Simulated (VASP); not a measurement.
# Si (I4/mmm) in VASP: notebook

The runs below take Si through single point, with PBE, PBE0.

Everything below comes from runs of VASP 6.6.1. Logs are shortened: lines on timing, memory, paths and dates and some standing lists are left out, and cuts for length are marked.

## 1. The cell of the first run

The structure is tetragonal, space group I4/mmm (No. 139). Conventional cell: a = 3.254 Å, b = 3.254 Å, c = 2.641 Å, α = 90.00°, β = 90.00°, γ = 90.00°. Within 3.5 Å of Si (site symmetry 4/mmm) lie 14 Si at 2.64 to 3.25 Å.

## 2. Single point, PBE

The input, INCAR:

```
  PREC = Accurate
  ENCUT = 520
  EDIFF = 1E-7
  ISMEAR = 0
  SIGMA = 0.022
  LREAL = False
  LASPH = True
  NELM = 80
  ALGO = Normal
  ISIF = 2
  LWAVE = False
  LCHARG = False
  GGA = PE
  NBANDS = 8
```

The input, KPOINTS:

```
regular mesh
0
Gamma
  13 13 13
```

The input, POSCAR:

```
Si
1.0
   -1.6269149300      1.6269149300      1.3203298500
    1.6269149300     -1.6269149300      1.3203298500
    1.6269149300      1.6269149300     -1.3203298500
Si
1
Direct
    0.0000000000      0.0000000000      0.0000000000
```

Potentials or basis: VASP PAW PBE potentials, release 64 (Si).

On the command line:

```bash
> cat potpaw_PBE.64/Si/POTCAR > POTCAR
> mpirun -np 1 vasp_std > vasp.out
```

OUTCAR:

```text
PREC = Accurate
   ENCUT = 520
   EDIFF = 1E-7
   ISMEAR = 0
   LREAL = False
   LASPH = True
   NELM = 80
   ISIF = 2
   GGA = PE

 ion  position               nearest neighbor table
   1  0.000  0.000  0.000-

  LATTYP: Found a body centered tetragonal cell.
 ALAT       =     3.2538298600
 C/A-ratio  =     0.8115543263

  Lattice vectors:

 A1 = (  -1.6269149300,   1.6269149300,   1.3203298500)
 A2 = (   1.6269149300,  -1.6269149300,   1.3203298500)
 A3 = (   1.6269149300,   1.6269149300,  -1.3203298500)

Analysis of symmetry for initial positions (statically):
=====================================================================
 Subroutine PRICEL returns:
 Original cell was already a primitive cell.

 Routine SETGRP: Setting up the symmetry group for a
 body centered tetragonal supercell.

 Subroutine GETGRP returns: Found 16 space group operations
 (whereof 16 operations were pure point group operations)
 out of a pool of 16 trial point group operations.

The static configuration has the point symmetry D_4h.

Analysis of symmetry for dynamics (positions and initial velocities):
=====================================================================
 Subroutine PRICEL returns:
 Original cell was already a primitive cell.

 Routine SETGRP: Setting up the symmetry group for a
 body centered tetragonal supercell.

 Subroutine GETGRP returns: Found 16 space group operations
 (whereof 16 operations were pure point group operations)
 out of a pool of 16 trial point group operations.

The dynamic configuration has the point symmetry D_4h.

 Subroutine INISYM returns: Found 16 space group operations
 (whereof 16 operations are pure point group operations),
 and found     1 'primitive' translations

----------------------------------------------------------------------------------------

                                     Primitive cell

  volume of cell :      13.9789

  direct lattice vectors                    reciprocal lattice vectors
    -1.626914930  1.626914930  1.320329850     0.000000000  0.307330144  0.378693249
     1.626914930 -1.626914930  1.320329850     0.307330144  0.000000000  0.378693249
     1.626914930  1.626914930 -1.320329850     0.307330144  0.307330144  0.000000000

  length of vectors
     2.652729781  2.652729781  2.652729781     0.487709334  0.487709334  0.434630458

  position of ions in fractional coordinates (direct lattice)
     0.000000000  0.000000000  0.000000000

  ion indices of the primitive-cell ions
   primitive index   ion index
                 1           1

----------------------------------------------------------------------------------------

 KPOINTS: regular mesh

Automatic generation of k-mesh.
 Grid dimensions read from file:
 generate k-points for:   13   13   13

 Generating k-lattice:

  Cartesian coordinates                     Fractional coordinates (reciprocal lattice)
     0.000000000  0.023640780  0.029130250     0.076923077 -0.000000000  0.000000000
     0.023640780  0.000000000  0.029130250    -0.000000000  0.076923077  0.000000000
     0.023640780  0.023640780  0.000000000     0.000000000  0.000000000  0.076923077

  Length of vectors
     0.037516103  0.037516103  0.033433112

  Shift w.r.t. Gamma in fractional coordinates (k-lattice)
     0.000000000  0.000000000  0.000000000

 Subroutine IBZKPT returns following result:
 ===========================================

 Found    196 irreducible k-points:

 Following reciprocal coordinates:
            Coordinates               Weight
  0.000000  0.000000  0.000000      1.000000
  0.076923  0.000000  0.000000      8.000000
  0.153846  0.000000  0.000000      8.000000
  0.230769  0.000000  0.000000      8.000000
  0.307692  0.000000  0.000000      8.000000
  0.384615  0.000000  0.000000      8.000000
[... 16 lines left out ...]
  0.384615  0.153846  0.000000     16.000000
  0.461538  0.153846  0.000000     16.000000
 [... further k-points ...]
   k-points           NKPTS =    196   k-points in BZ     NKDIM =    196   number of bands    NBANDS=      8
   number of dos      NEDOS =    301   number of ions     NIONS =      1
   total plane-waves  NPLWV =   8000
   dimension x,y,z NGX =    20 NGY =   20 NGZ =   20
   dimension x,y,z NGXF=    40 NGYF=   40 NGZF=   40
   ions per type =               1
   NGX,Y,Z   is equivalent  to a cutoff of  12.53, 12.53, 12.53 a.u.
   NGXF,Y,Z  is equivalent  to a cutoff of  25.07, 25.07, 25.07 a.u.
 SYSTEM =  unknown system
   PREC   = accura    normal or accurate (medium, high low for compatibility)
   ISTART =      0    job   : 0-new  1-cont  2-samecut
   ICHARG =      2    charge: 1-file 2-atom 10-const
   ISPIN  =      1    spin polarized calculation?
   LNONCOLLINEAR =      F non collinear calculations
   LSORBIT =      F    spin-orbit coupling
   LASPH  =      T    aspherical Exc in radial PAW
   ENCUT  =  520.0 eV  38.22 Ry    6.18 a.u.   4.93  4.93  4.93*2*pi/ulx,y,z
   NELM   =     80;   NELMIN=  2; NELMDL= -5     # of ELM steps
   EDIFF  = 0.1E-06   stopping-criterion for ELM
   LREAL  =      F    real-space projection
   EDIFFG = 0.1E-05   stopping-criterion for IOM
   NSW    =      0    number of steps for IOM
   IBRION =     -1    ionic relax: 0-MD 1-quasi-New 2-CG
   NFREE  =      0    steps in history (QN), initial steepest desc. (CG)
   ISIF   =      2    stress and relaxation
   ISYM   =      2    0-nonsym 1-usesym 2-fastsym
   POTIM  = 0.5000    time-step for ionic-motion
   TEBEG  =    0.0;   TEEND  =   0.0 temperature during run
   PSTRESS=    0.0 pullay stress
   NELECT =       4.0000    total number of electrons
   NUPDOWN=      -1.0000    fix difference up-down
   EMIN   =  10.00;   EMAX   =-10.00  energy-range for DOS
   EFERMI =   0.00;   METHOD = LEGACY
   ISMEAR =     0;   SIGMA  =   0.02  broadening in eV -4-tet -1-fermi 0-gaus
   EFERMI_NEDOS =   21; number of points for ismear=-14 and -15
   IALGO  =     38    algorithm
   IMIX   =      4    mixing-type and parameters
     AMIX     =   0.40;   BMIX     =  1.00
     AMIX_MAG =   1.60;   BMIX_MAG =  1.00
  volume/ion in A,a.u.               =      13.98        94.33
  Fermi-wavevector in a.u.,A,eV,Ry     =   1.078791  2.038620 15.834335  1.163791
  Thomas-Fermi vector in A             =   2.214739
   LORBIT       =      0    0 simple, 1 ext, 2 COOP (PROOUT), +10 PAW based schemes
   GGA     = PE    functional components
   LHFCALC =     F    Hartree Fock is set to
   AEXX    =    0.0000 exact exchange contribution
   IVDW    =     0    specifies the selected vdW correction
   LEPSILON=     F    determine dielectric tensor
   LRPA    =     F    only Hartree local field effects (RPA)
 non-spin polarized calculation
 Gauss-broadening in eV      SIGMA  =   0.02
  energy-cutoff  :      520.00
  volume of cell :       13.98
 maximum number of plane-waves:       389
   NGX =  9   NGY =  9   NGZ =  9

 number of electron       3.9999999 magnetization

 Free energy of the ion-electron system (eV)
  ---------------------------------------------------
  ext. energy  EPLUGINS =         0.00000000
  ---------------------------------------------------
  free energy    TOTEN  =        -4.92290763 eV

  energy without entropy =       -4.92263582  energy(sigma->0) =       -4.92277172

 E-fermi :  10.5606     XC(G=0): -11.3237

 val. band max:       10.5376965376   @ k =  -0.4615   0.1538   0.0769
 cond. band min:      10.5616703130   @ k =  -0.3846   0.0769   0.0000
 fundamental gap:      0.0239737754
 Fermi energy:        10.5606044440

 k-point     1 :       0.0000    0.0000    0.0000
  band No.  band energies     occupation
      1      -4.1668      2.00000
      2      20.1558      0.00000
      3      20.7496      0.00000
      4      20.7496      0.00000
      5      23.5895      0.00000
      6      24.5199      0.00000
      7      25.8349      0.00000
      8      25.8349      0.00000

 k-point     2 :       0.0769    0.0000    0.0000
  band No.  band energies     occupation
      1      -3.9622      2.00000
      2      18.7753      0.00000
      3      20.1852      0.00000
      4      22.0946      0.00000
      5      22.1883      0.00000
      6      24.9787      0.00000
      7      25.1056      0.00000
      8      25.5531      0.00000

 k-point     3 :       0.1538    0.0000    0.0000
  band No.  band energies     occupation
      1      -3.3497      2.00000
      2      17.4482      0.00000
      3      18.7834      0.00000
      4      19.2429      0.00000
      5      21.9202      0.00000
      6      24.1921      0.00000
      7      25.6565      0.00000
      8      27.1537      0.00000

 k-point     4 :       0.2308    0.0000    0.0000
  band No.  band energies     occupation
      1      -2.3329      2.00000
      2      15.2170      0.00000
      3      16.4584      0.00000
      4      18.3521      0.00000
      5      20.2621      0.00000
      6      22.7909      0.00000
      7      28.0027      0.00000
      8      28.1955      0.00000

 k-point     5 :       0.3077    0.0000    0.0000
  band No.  band energies     occupation
      1      -0.9179      2.00000
      2      11.7453      0.00000
      3      15.8120      0.00000
      4      17.7277      0.00000
      5      18.7610      0.00000
      6      21.4941      0.00000
      7      28.1726      0.00000
      8      31.1797      0.00000

 k-point     6 :       0.3846    0.0000    0.0000
  band No.  band energies     occupation
      1       0.8864      2.00000
      2       8.5324      2.00000
      3      15.4864      0.00000
      4      17.3571      0.00000
      5      17.6246      0.00000
      6      20.5154      0.00000
      7      28.6698      0.00000
      8      33.4881      0.00000

 k-point     7 :       0.4615    0.0000    0.0000
  band No.  band energies     occupation
      1       3.0625      2.00000
      2       5.6436      2.00000
      3      15.4024      0.00000
      4      16.9720      0.00000
      5      17.1989      0.00000
      6      19.9830      0.00000
      7      29.2577      0.00000
      8      32.3022      0.00000

 k-point     8 :       0.0769    0.0769    0.0000
  band No.  band energies     occupation
      1      -3.5110      2.00000
      2      17.9563      0.00000
      3      19.8615      0.00000
      4      20.1149      0.00000
      5      22.0469      0.00000
      6      22.9929      0.00000
      7      24.9519      0.00000
      8      26.9638      0.00000

 k-point     9 :       0.1538    0.0769   -0.0000
  band No.  band energies     occupation
      1      -2.6541      2.00000
      2      16.6367      0.00000
      3      16.9328      0.00000
      4      18.4512      0.00000
      5      21.2299      0.00000
      6      22.9849      0.00000
      7      25.7777      0.00000
      8      26.3695      0.00000

 k-point    10 :       0.2308    0.0769    0.0000
  band No.  band energies     occupation
      1      -1.3965      2.00000
      2      13.1763      0.00000
      3      16.1512      0.00000
      4      16.8862      0.00000
      5      20.3318      0.00000
      6      22.0892      0.00000
      7      26.2270      0.00000
      8      28.3254      0.00000
[... 78 lines left out ...]
 k-point    18 :      -0.1538    0.0769   -0.0000
  band No.  band energies     occupation
      1      -3.6391      2.00000
      2      16.1269      0.00000
      3      20.0442      0.00000
      4      20.9719      0.00000
      5      23.1999      0.00000
      6      24.4681      0.00000
      7      25.8349      0.00000
      8      27.2424      0.00000

 k-point    19 :      -0.0769    0.0769    0.0000
  band No.  band energies     occupation
      1      -4.0050      2.00000
      2      17.5803      0.00000
      3      20.8478      0.00000
      4      22.0896      0.00000
      5      23.4866      0.00000
      6      24.2931      0.00000
      7      25.4603      0.00000
      8      27.1293      0.00000

 k-point    20 :       0.1538    0.1538    0.0000
  band No.  band energies     occupation
      1      -1.5564      2.00000
      2      14.4398      0.00000
      3      15.4496      0.00000
      4      16.1618      0.00000
      5      21.7732      0.00000
      6      23.2277      0.00000
      7      25.2966      0.00000
      8      26.1554      0.00000

 k-point    21 :       0.2308    0.1538    0.0000
  band No.  band energies     occupation
      1      -0.0632      2.00000
      2      11.4301      0.00000
      3      13.5575      0.00000
      4      15.6662      0.00000
      5      21.2046      0.00000
      6      23.1204      0.00000
      7      25.3732      0.00000
      8      28.2955      0.00000

 k-point    22 :       0.3077    0.1538   -0.0000
  band No.  band energies     occupation
      1       1.8158      2.00000
      2       8.3549      2.00000
      3      12.3308      0.00000
      4      15.5055      0.00000
      5      20.4511      0.00000
      6      23.0908      0.00000
      7      25.8440      0.00000
      8      31.3806      0.00000

 k-point    23 :       0.3846    0.1538    0.0000
  band No.  band energies     occupation
      1       4.0514      2.00000
      2       5.5760      2.00000
      3      11.5102      0.00000
      4      15.6857      0.00000
      5      19.8455      0.00000
      6      23.4311      0.00000
      7      26.6878      0.00000
      8      34.3832      0.00000

 k-point    24 :       0.4615    0.1538    0.0000
  band No.  band energies     occupation
      1       3.0725      2.00000
      2       6.7101      2.00000
      3      11.0747      0.00000
      4      16.1941      0.00000
      5      19.5576      0.00000
      6      24.0788      0.00000
      7      27.8672      0.00000
      8      34.1382      0.00000

 [... further k-points ...]

------------------------ aborting loop because EDIFF is reached ----------------------------------------

  FORCE on cell =-STRESS in cart. coord.  units (eV):
  Direction    XX          YY          ZZ          XY          YZ          ZX
  --------------------------------------------------------------------------------------
  -------------------------------------------------------------------------------------
  Total        0.4243875      0.4243875      0.0319782      0.0000000      0.0000000      0.0000000
  in kB       48.6408405     48.6408405      3.6651565      0.0000000      0.0000000      0.0000000
  external PRESSURE =      33.6489458 kB  Pullay stress =       0.0000000 kB

 VOLUME and BASIS-vectors are now :
 -----------------------------------------------------------------------------
  energy-cutoff  :      520.00
  volume of cell :       13.98
      direct lattice vectors                 reciprocal lattice vectors
    -1.626914930  1.626914930  1.320329850     0.000000000  0.307330144  0.378693249
     1.626914930 -1.626914930  1.320329850     0.307330144  0.000000000  0.378693249
     1.626914930  1.626914930 -1.320329850     0.307330144  0.307330144  0.000000000

 POSITION                                       TOTAL-FORCE (eV/Angst)
 -----------------------------------------------------------------------------------
      0.00000      0.00000      0.00000        -0.000000      0.000000      0.000000
 -----------------------------------------------------------------------------------
    total drift:                                0.000000     -0.000000     -0.000000

  FREE ENERGIE OF THE ION-ELECTRON SYSTEM (eV)
  ---------------------------------------------------
  free  energy   TOTEN  =        -4.9229076255 eV

  energy  without entropy=       -4.9226358169  energy(sigma->0) =       -4.92277172
```

Run time: 36 s. Hardware: 1 thread of AMD EPYC 7R13, shared host; peak memory 0.1 GiB.

Results:

```
Free energy            : -4.9229 eV
Pressure               : 3.4 GPa
Band gap on the k mesh : zero (band 2 reaches 20.27 eV, above the bottom of band 3 at 7.04 eV)
```

Stress tensor (GPa, compression positive):
```
4.86 0.00 0.00
0.00 4.86 0.00
0.00 0.00 0.37
```

## 3. Single point, PBE0

This run uses another cell than the first one, of 14.26 Å³/atom, 1.020 times its volume.

The input, POSCAR:

```
Si
1.0
   -1.6376895151      1.6376895151      1.3290740111
    1.6376895151     -1.6376895151      1.3290740111
    1.6376895151      1.6376895151     -1.3290740111
Si
1
Direct
    0.0000000000      0.0000000000      0.0000000000
```

The input, INCAR.step1:

```
PREC = Accurate ; ENCUT = 520
EDIFF = 1E-5 ; ISMEAR = -1
SIGMA = 0.05 ; LREAL = False
LASPH = True ; NELM = 80
ALGO = Normal ; ISIF = 2
LWAVE = True ; LCHARG = False
GGA = PE ; NBANDS = 8
```

The input, INCAR.step2:

```
PREC = Accurate ; ENCUT = 520
EDIFF = 1E-6 ; ISMEAR = -1
SIGMA = 0.05 ; LREAL = False
LASPH = True ; NELM = 80
ALGO = Normal ; ISIF = 2
LWAVE = False ; LCHARG = False
GGA = PE ; LHFCALC = True
AEXX = 0.25 ; PRECFOCK = Normal
ISTART = 1 ; NBANDS = 8
```

The input, KPOINTS:

```
Automatic mesh
0
Gamma
  6 6 6
```

Potentials or basis: VASP PAW PBE potentials, release 64 (Si).

On the command line:

```bash
> cat potpaw_PBE.64/Si/POTCAR > POTCAR
> cp INCAR.step1 INCAR
> mpirun -np 1 vasp_std > vasp.out
> cp INCAR.step2 INCAR
> mpirun -np 1 vasp_std > vasp.out
```

It took 56 s on 1 thread of Intel Xeon 6975P-C (Granite Rapids), shared host; peak memory 0.12 GiB.

It converged, with:

* Free energy: -6.0444 eV
* Pressure: -3.0 GPa
* Band gap on the k mesh: zero (band 2 reaches 21.18 eV, above the bottom of band 3 at 6.92 eV)

Stress tensor (GPa, compression positive):
```
-0.09  0.00  0.00
 0.00 -0.09  0.00
 0.00  0.00 -8.76
```

Levels at points of the mesh, in eV from the Fermi level:
```
           k point  band 1  band 2  band 3  band 4  band 5  band 6
(0.00, 0.00, 0.00)  -16.94   10.82   11.36   11.36   14.33   15.29
(0.50, 0.00, 0.00)   -7.71   -7.34    5.63    7.26    7.55   10.37
(0.50, 0.50, 0.00)  -10.14   -8.81   10.24   12.80   13.03   13.12
(0.50, 0.50, 0.50)   -3.27   -3.27   -1.94    1.84    4.93    7.47
```

Caveat: the k points lie up to 0.51 Å⁻¹ apart; the PAW data sets were made with another functional, which shifts forces and pressure a little.

## 4. Single point, PBE0

This run uses another cell than the first one, of 14.54 Å³/atom, 1.040 times its volume.

The input, POSCAR:

```
Si
1.0
   -1.6483241605      1.6483241605      1.3377046037
    1.6483241605     -1.6483241605      1.3377046037
    1.6483241605      1.6483241605     -1.3377046037
Si
1
Direct
    0.0000000000      0.0000000000      0.0000000000
```

The input, INCAR.step1:

```
ALGO = Normal ; EDIFF = 1E-5
ENCUT = 520 ; GGA = PE
ISIF = 2 ; ISMEAR = -1
LASPH = True ; LCHARG = False
LREAL = False ; LWAVE = True
NBANDS = 8 ; NELM = 100
PREC = Accurate ; SIGMA = 0.05
```

The input, INCAR.step2:

```
AEXX = 0.25 ; ALGO = Normal
EDIFF = 1E-7 ; ENCUT = 520
GGA = PE ; ISIF = 2
ISMEAR = -1 ; ISTART = 1
LASPH = True ; LCHARG = False
LHFCALC = True ; LREAL = False
LWAVE = False ; NBANDS = 8
NELM = 100 ; PREC = Accurate
PRECFOCK = Normal ; SIGMA = 0.05
```

The input, KPOINTS:

```
k-points
0
Gamma
  6 6 6
```

On the command line:

```bash
> cat potpaw_PBE.64/Si/POTCAR > POTCAR
> cp INCAR.step1 INCAR
> mpirun -np 1 vasp_std > vasp.out
> cp INCAR.step2 INCAR
> mpirun -np 1 vasp_std > vasp.out
```

Wall time 60 s (1 thread of Intel Xeon 6975P-C (Granite Rapids), shared host); peak memory 0.12 GiB.

It converged, with:

```
Free energy            : -6.0376 eV
Pressure               : -4.8 GPa
Band gap on the k mesh : zero (band 2 reaches 20.87 eV, above the bottom of band 3 at 6.68 eV)
```

Stress tensor (GPa, compression positive):
```
-2.29  0.00  0.00
 0.00 -2.29  0.00
 0.00  0.00 -9.90
```

Levels at points of the mesh, in eV from the Fermi level:
```csv
k point,band 1,band 2,band 3,band 4,band 5
"(0.00, 0.00, 0.00)",-16.74,10.78,11.16,11.16,14.23
"(0.50, 0.00, 0.00)",-7.58,-7.30,5.53,7.27,7.45
"(0.50, 0.50, 0.00)",-10.07,-8.66,10.06,12.73,12.79
"(0.50, 0.50, 0.50)",-3.22,-3.22,-2.02,1.93,4.85
```

Caveat: the k points lie up to 0.50 Å⁻¹ apart; the PAW data sets were made with another functional, which shifts forces and pressure a little.

(Continued in part 2 of 2.)
